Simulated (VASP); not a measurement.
Here is a VASP 6.6.1 calculation.

The input INCAR:

```
ALGO = Normal ; EDIFF = 1E-6
ENCUT = 520 ; GGA = PE
ISIF = 2 ; ISMEAR = 0
LASPH = T ; LCHARG = T
LELF = T ; LREAL = F
LVHAR = T ; LWAVE = F
NBANDS = 20 ; NELM = 60
PREC = Accurate ; SIGMA = 0.02
```

KPOINTS

```
k-points
0
Gamma
  10 10 10
```

The input POSCAR:

```
Al2O3
1.0
   -1.3995670000      1.8683110000      4.4019491000
    1.3995670000     -1.8683110000      4.4019491000
    1.3995670000      1.8683110000     -4.4019491000
Al O
2 3
Direct
    0.6554750000      0.6554750000      0.0000000000
    0.3445250000      0.3445250000      0.0000000000
    0.5000000000      0.0000000000      0.5000000000
    0.1963840000      0.6963840000      0.5000000000
    0.8036160000      0.3036160000      0.5000000000
```

Potentials or basis: VASP PAW PBE potentials, release 64 (Al, O).

The run is started by

```sh
$ cat potpaw_PBE.64/Al/POTCAR potpaw_PBE.64/O/POTCAR > POTCAR
$ mpirun -np 1 vasp_std > vasp.out
```

(1) Predict the largest force.

(2) Predict the pressure.

Results:

(1) 0.023 eV/Å.

(2) -0.1 GPa.
